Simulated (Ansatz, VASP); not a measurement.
# BaO in VASP and in Ansatz

```xyz
2
Lattice="0.0000 2.7950 2.7950 2.7950 0.0000 2.7950 2.7950 2.7950 0.0000" Properties=species:S:1:pos:R:3 pbc="T T T"
Ba    0.0000    0.0000    0.0000
O     2.7950    2.7950    2.7950
```

Alike in both runs: task single point; functional HSE06; k mesh 6 × 6 × 6; occupations fermi-dirac, width 0.02 eV; no spin polarisation.

```csv
,VASP,Ansatz
version,VASP 6.6.1,Ansatz 0.2.0 development build
potentials or method,"VASP PAW PBE potentials, release 64 (Ba_sv, O), cutoff 520 eV","plane waves, all-electron PAW datasets generated for the crystal"
```

Ansatz gave:

```
gap on the k mesh at the Fermi level (eV) : 3.40
```

Task: What did VASP give for the same quantities?

Result: gap on the k mesh at the Fermi level (eV): 3.34.

Ansatz ran all-electron here, and VASP with PAW potentials.

Neither program's run includes spin-orbit coupling.
